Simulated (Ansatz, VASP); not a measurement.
# Two plane-wave programs on HfO2

```
CELL_PARAMETERS angstrom
0.00000 2.52918 2.52918
2.52918 0.00000 2.52918
2.52918 2.52918 0.00000
ATOMIC_POSITIONS crystal
Hf 0.00000 0.00000 0.00000
O 0.25000 0.25000 0.25000
O 0.75000 0.75000 0.75000
```

Alike in both runs: task single point; functional r2SCAN; dispersion D4; k mesh 6 × 6 × 6; no spin polarisation.

|  | VASP | Ansatz |
| --- | --- | --- |
| version | VASP 6.6.1 | Ansatz 0.2.0 |
| potentials or method | VASP PAW PBE potentials, release 64 (Hf_pv, O) | plane waves |
| plane-wave cutoff (eV) | 660 | 500 |
| occupations | gaussian, width 0.01 eV | fixed |
| valence electrons in the cell | 22 | 38 |

Ansatz gave:

* gap on the k mesh at the Fermi level (eV): 4.30
* pressure (GPa): -1.3

Question: What did VASP give for the same quantities?

Answer: gap on the k mesh at the Fermi level (eV): 4.32; pressure (GPa): -5.6.

VASP's potentials were made for PBE, not for r2SCAN. One of these differences is far larger than is usual between the two programs; its cause wasn't traced. VASP's potentials hold 22 valence electrons a cell and Ansatz's 38, so a difference there can come from the potentials and not from the codes.

Neither program's run includes spin-orbit coupling.
